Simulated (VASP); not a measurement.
# InSbO (P-6m2) in VASP: single point with PBE

Aim: the single point of InSbO with PBE.

Everything below comes from runs of VASP 6.6.1. Logs are shortened: lines on timing, memory, paths and dates and some standing lists are left out, and cuts for length are marked.

## Step 1: The cell of the first run

It takes space group P-6m2 (No. 187, hexagonal). Conventional cell: a = 4.756 Å, b = 4.756 Å, c = 3.235 Å, α = 90.00°, β = 90.00°, γ = 120.00°. In (site symmetry -6m2) has 3 Sb at 2.75 Å and 6 O at 3.19 Å and 2 In at 3.23 Å within 3.6 Å. Sb (site symmetry -6m2) has 3 In at 2.75 Å and 6 O at 3.19 Å and 2 Sb at 3.23 Å within 3.6 Å. O (site symmetry -6m2) has 6 Sb at 3.19 Å and 6 In at 3.19 Å and 2 O at 3.23 Å within 4.2 Å.

## Step 2: Single point, PBE

The input, POSCAR:

```
InSbO
1.0
    4.7557076250      0.0000000000      0.0000000000
   -2.3778538125      4.1185636163      0.0000000000
    0.0000000000      0.0000000000      3.2347151119
In Sb O
1 1 1
Direct
    0.0000000000      0.0000000000      0.5000000000
    0.3333333333      0.6666666667      0.5000000000
    0.6666666667      0.3333333333      0.0000000000
```

The input, INCAR.step1:

```
SYSTEM = InSbO
PREC = Accurate ; ENCUT = 520
EDIFF = 1E-6 ; ISMEAR = 0
SIGMA = 0.1 ; LREAL = .False.
LASPH = .True. ; NELM = 100
ALGO = Normal ; ISIF = 2
LWAVE = .False. ; LCHARG = .True.
GGA = PE ; NBANDS = 19
```

The input, KPOINTS.step1:

```
regular mesh
0
Gamma
  12 12 14
  0 0 0
```

The input, INCAR.step2:

```
SYSTEM = InSbO
PREC = Accurate ; ENCUT = 520
EDIFF = 1E-6 ; ISMEAR = -5
SIGMA = 0.1 ; LREAL = .False.
LASPH = .True. ; NELM = 100
ALGO = Normal ; ISIF = 2
LWAVE = .False. ; LCHARG = .False.
GGA = PE ; LORBIT = 11
NEDOS = 2001 ; ICHARG = 11
```

The input, KPOINTS.step2:

```
regular mesh
0
Gamma
  18 18 21
  0 0 0
```

Potentials or basis: VASP PAW PBE potentials, release 64 (In_d, Sb, O).

The run is started by

```console
cat potpaw_PBE.64/In_d/POTCAR potpaw_PBE.64/Sb/POTCAR potpaw_PBE.64/O/POTCAR > POTCAR
cp INCAR.step1 INCAR
cp KPOINTS.step1 KPOINTS
mpirun -np 1 vasp_std > vasp.out
cp INCAR.step2 INCAR
cp KPOINTS.step2 KPOINTS
mpirun -np 1 vasp_std > vasp.out
```

OUTCAR:

```text
SYSTEM = InSbO
   PREC = Accurate
   ENCUT = 520
   EDIFF = 1E-6
   ISMEAR = -5
   LREAL = .False.
   LASPH = .True.
   NELM = 100
   ISIF = 2
   GGA = PE
   LORBIT = 11
   ICHARG = 11

 ion  position               nearest neighbor table
   1  0.000  0.000  0.500-   2 2.75   2 2.75   2 2.75
   2  0.333  0.667  0.500-   1 2.75   1 2.75   1 2.75
   3  0.667  0.333  0.000-

  LATTYP: Found a hexagonal cell.
 ALAT       =     4.7557076250
 C/A-ratio  =     0.6801753529

  Lattice vectors:

 A1 = (   4.7557076250,   0.0000000000,   0.0000000000)
 A2 = (  -2.3778538125,   4.1185636163,   0.0000000000)
 A3 = (   0.0000000000,   0.0000000000,   3.2347151119)

Analysis of symmetry for initial positions (statically):
=====================================================================
 Subroutine PRICEL returns:
 Original cell was already a primitive cell.

 Routine SETGRP: Setting up the symmetry group for a
 hexagonal supercell.

 Subroutine GETGRP returns: Found 12 space group operations
 (whereof 12 operations were pure point group operations)
 out of a pool of 24 trial point group operations.

The static configuration has the point symmetry D_3h.

Analysis of symmetry for dynamics (positions and initial velocities):
=====================================================================
 Subroutine PRICEL returns:
 Original cell was already a primitive cell.

 Routine SETGRP: Setting up the symmetry group for a
 hexagonal supercell.

 Subroutine GETGRP returns: Found 12 space group operations
 (whereof 12 operations were pure point group operations)
 out of a pool of 24 trial point group operations.

The dynamic configuration has the point symmetry D_3h.

 Subroutine INISYM returns: Found 12 space group operations
 (whereof 12 operations are pure point group operations),
 and found     1 'primitive' translations

----------------------------------------------------------------------------------------

                                     Primitive cell

  volume of cell :      63.3573

  direct lattice vectors                    reciprocal lattice vectors
     4.755707625  0.000000000  0.000000000     0.210273650  0.121401548  0.000000000
    -2.377853813  4.118563616  0.000000000     0.000000000  0.242803097  0.000000000
     0.000000000  0.000000000  3.234715112     0.000000000  0.000000000  0.309146236

  length of vectors
     4.755707625  4.755707625  3.234715112     0.242803097  0.242803097  0.309146236

  position of ions in fractional coordinates (direct lattice)
     0.000000000  0.000000000  0.500000000
     0.333333333  0.666666667  0.500000000
     0.666666667  0.333333333  0.000000000

  ion indices of the primitive-cell ions
   primitive index   ion index
                 1           1
                 2           2
                 3           3

----------------------------------------------------------------------------------------

 KPOINTS: regular mesh

Automatic generation of k-mesh.
 Grid dimensions read from file:
 generate k-points for:   18   18   21

 Generating k-lattice:

  Cartesian coordinates                     Fractional coordinates (reciprocal lattice)
     0.011681869  0.006744530  0.000000000     0.055555556  0.000000000  0.000000000
     0.000000000  0.013489061  0.000000000     0.000000000  0.055555556  0.000000000
     0.000000000  0.000000000  0.014721249     0.000000000  0.000000000  0.047619048

  Length of vectors
     0.013489061  0.013489061  0.014721249

  Shift w.r.t. Gamma in fractional coordinates (k-lattice)
     0.000000000  0.000000000  0.000000000

 TETIRR: Found   6759 inequivalent tetrahedra from    40824

 Subroutine IBZKPT returns following result:
 ===========================================

 Found    407 irreducible k-points:

 Following reciprocal coordinates:
            Coordinates               Weight
  0.000000  0.000000  0.000000      1.000000
  0.055556  0.000000  0.000000      6.000000
  0.111111  0.000000  0.000000      6.000000
  0.166667 -0.000000  0.000000      6.000000
  0.222222 -0.000000  0.000000      6.000000
  0.277778  0.000000  0.000000      6.000000
[... 16 lines left out ...]
  0.333333  0.111111  0.000000     12.000000
  0.388889  0.111111  0.000000     12.000000
 [... further k-points ...]
   k-points           NKPTS =    407   k-points in BZ     NKDIM =    407   number of bands    NBANDS=     16
   number of dos      NEDOS =   2001   number of ions     NIONS =      3
   total plane-waves  NPLWV =  31104
   dimension x,y,z NGX =    36 NGY =   36 NGZ =   24
   dimension x,y,z NGXF=    72 NGYF=   72 NGZF=   48
   ions per type =               1   1   1
   NGX,Y,Z   is equivalent  to a cutoff of  12.58, 12.58, 12.33 a.u.
   NGXF,Y,Z  is equivalent  to a cutoff of  25.17, 25.17, 24.67 a.u.
 SYSTEM =  InSbO
   PREC   = accura    normal or accurate (medium, high low for compatibility)
   ISTART =      0    job   : 0-new  1-cont  2-samecut
   ICHARG =     11    charge: 1-file 2-atom 10-const
   ISPIN  =      1    spin polarized calculation?
   LNONCOLLINEAR =      F non collinear calculations
   LSORBIT =      F    spin-orbit coupling
   LASPH  =      T    aspherical Exc in radial PAW
   ENCUT  =  520.0 eV  38.22 Ry    6.18 a.u.   8.84  8.84  6.01*2*pi/ulx,y,z
   NELM   =    100;   NELMIN=  2; NELMDL=  0     # of ELM steps
   EDIFF  = 0.1E-05   stopping-criterion for ELM
   LREAL  =      F    real-space projection
   EDIFFG = 0.1E-04   stopping-criterion for IOM
   NSW    =      0    number of steps for IOM
   IBRION =     -1    ionic relax: 0-MD 1-quasi-New 2-CG
   NFREE  =      0    steps in history (QN), initial steepest desc. (CG)
   ISIF   =      2    stress and relaxation
   ISYM   =      2    0-nonsym 1-usesym 2-fastsym
   POTIM  = 0.5000    time-step for ionic-motion
   TEBEG  =    0.0;   TEEND  =   0.0 temperature during run
   PSTRESS=    0.0 pullay stress
   NELECT =      24.0000    total number of electrons
   NUPDOWN=      -1.0000    fix difference up-down
   EMIN   =  10.00;   EMAX   =-10.00  energy-range for DOS
   EFERMI =   0.00;   METHOD = LEGACY
   ISMEAR =    -5;   SIGMA  =   0.10  broadening in eV -4-tet -1-fermi 0-gaus
   EFERMI_NEDOS =   21; number of points for ismear=-14 and -15
   IALGO  =     38    algorithm
   IMIX   =      4    mixing-type and parameters
     AMIX     =   0.40;   BMIX     =  1.00
     AMIX_MAG =   1.60;   BMIX_MAG =  1.00
  volume/ion in A,a.u.               =      21.12       142.52
  Fermi-wavevector in a.u.,A,eV,Ry     =   1.184531  2.238438 19.090505  1.403113
  Thomas-Fermi vector in A             =   2.320743
   LORBIT       =     11    0 simple, 1 ext, 2 COOP (PROOUT), +10 PAW based schemes
   GGA     = PE    functional components
   LHFCALC =     F    Hartree Fock is set to
   AEXX    =    0.0000 exact exchange contribution
   IVDW    =     0    specifies the selected vdW correction
   LEPSILON=     F    determine dielectric tensor
   LRPA    =     F    only Hartree local field effects (RPA)
 non-spin polarized calculation
 Fermi weights with tetrahedron method with Bloechl corrections
  energy-cutoff  :      520.00
  volume of cell :       63.36
 maximum number of plane-waves:      1726
 NGX is ok and might be reduce to    36

 number of electron      23.9999984 magnetization

 Free energy of the ion-electron system (eV)
  ---------------------------------------------------
  ext. energy  EPLUGINS =         0.00000000
  ---------------------------------------------------
  free energy    TOTEN  =       -10.38680004 eV

  energy without entropy =      -10.38680004  energy(sigma->0) =      -10.38680004

 E-fermi :   5.9210     XC(G=0): -10.1371

 val. band max:        5.9722716256   @ k =   0.3333   0.3333   0.2857
 cond. band min:       5.8764476693   @ k =   0.2778   0.0000   0.2857
 fundamental gap:     -0.0958239563
 Fermi energy:         5.9209747218

 k-point     1 :       0.0000    0.0000    0.0000
  band No.  band energies     occupation
      1      -9.8730      2.00000
      2      -8.7717      2.00000
      3      -8.5039      2.00000
      4      -8.5039      2.00000
      5      -8.3806      2.00000
      6      -8.3806      2.00000
[... 8 lines left out ...]
     15      11.2338      0.00000
     16      11.2338      0.00000

 k-point     2 :       0.0556    0.0000    0.0000
  band No.  band energies     occupation
      1      -9.8694      2.00000
      2      -8.7713      2.00000
      3      -8.5051      2.00000
      4      -8.5027      2.00000
      5      -8.3807      2.00000
      6      -8.3806      2.00000
[... 8 lines left out ...]
     15      11.1622      0.00000
     16      11.2620      0.00000

 k-point     3 :       0.1111    0.0000    0.0000
  band No.  band energies     occupation
      1      -9.8595      2.00000
      2      -8.7702      2.00000
      3      -8.5086      2.00000
      4      -8.4992      2.00000
      5      -8.3813      2.00000
      6      -8.3806      2.00000
[... 8 lines left out ...]
     15      10.9808      0.00000
     16      11.3471      0.00000

 k-point     4 :       0.1667   -0.0000    0.0000
  band No.  band energies     occupation
      1      -9.8445      2.00000
      2      -8.7682      2.00000
      3      -8.5138      2.00000
      4      -8.4939      2.00000
      5      -8.3821      2.00000
      6      -8.3807      2.00000
[... 8 lines left out ...]
     15      10.7731      0.00000
     16      11.4905      0.00000
[... 324 lines left out ...]
 k-point    22 :       0.2778    0.1111    0.0000
  band No.  band energies     occupation
      1      -9.7863      2.00000
      2      -8.7557      2.00000
      3      -8.5373      2.00000
      4      -8.4665      2.00000
      5      -8.3852      2.00000
      6      -8.3811      2.00000
[... 8 lines left out ...]
     15      10.7906      0.00000
     16      12.7763      0.00000

 k-point    23 :       0.3333    0.1111    0.0000
  band No.  band energies     occupation
      1      -9.7738      2.00000
      2      -8.7517      2.00000
      3      -8.5422      2.00000
      4      -8.4601      2.00000
      5      -8.3859      2.00000
      6      -8.3812      2.00000
[... 8 lines left out ...]
     15      11.2385      0.00000
     16      13.2798      0.00000

 k-point    24 :       0.3889    0.1111    0.0000
  band No.  band energies     occupation
      1      -9.7659      2.00000
      2      -8.7489      2.00000
      3      -8.5452      2.00000
      4      -8.4558      2.00000
      5      -8.3864      2.00000
      6      -8.3813      2.00000
[... 8 lines left out ...]
     15      11.6451      0.00000
     16      13.7296      0.00000

 [... further k-points ...]

------------------------ aborting loop because EDIFF is reached ----------------------------------------

  FORCE on cell =-STRESS in cart. coord.  units (eV):
  Direction    XX          YY          ZZ          XY          YZ          ZX
  --------------------------------------------------------------------------------------
  -------------------------------------------------------------------------------------
  Total       -0.1514048     -0.1514048      0.0173018      0.0000000      0.0000000      0.0000000
  in kB       -3.8287164     -3.8287164      0.4375266      0.0000000      0.0000000      0.0000000
  external PRESSURE =      -2.4066354 kB  Pullay stress =       0.0000000 kB

 VOLUME and BASIS-vectors are now :
 -----------------------------------------------------------------------------
  energy-cutoff  :      520.00
  volume of cell :       63.36
      direct lattice vectors                 reciprocal lattice vectors
     4.755707625  0.000000000  0.000000000     0.210273650  0.121401548  0.000000000
    -2.377853813  4.118563616  0.000000000     0.000000000  0.242803097  0.000000000
     0.000000000  0.000000000  3.234715112     0.000000000  0.000000000  0.309146236

 POSITION                                       TOTAL-FORCE (eV/Angst)
 -----------------------------------------------------------------------------------
      0.00000      0.00000      1.61736         0.000000     -0.000000      0.000000
     -0.00000      2.74571      1.61736         0.000000     -0.000000      0.000000
      2.37785      1.37285      0.00000        -0.000000      0.000000      0.000000
 -----------------------------------------------------------------------------------
    total drift:                               -0.001598      0.000923      0.000000

  FREE ENERGIE OF THE ION-ELECTRON SYSTEM (eV)
  ---------------------------------------------------
  free  energy   TOTEN  =       -10.3868000382 eV

  energy  without entropy=      -10.3868000382  energy(sigma->0) =      -10.38680004

 total charge

# of ion       s       p       d       tot
------------------------------------------
    1        0.955   0.559   9.875  11.390
    2        1.218   1.115   0.038   2.372
    3        1.599   3.133   0.000   4.732
--------------------------------------------------
tot          3.773   4.808   9.913  18.494
```

Run time: 8.4 min. Hardware: 1 thread of Intel Xeon 8259CL, shared host; peak memory 0.56 GiB.

What came out:

```
Valence electrons inside the program's atomic spheres : In 11.39; Sb 2.37; O 4.73
```

Caveat: spin-orbit coupling is left out, which moves the levels of the heavy elements; tetrahedron occupations give inexact forces and stress in metals.
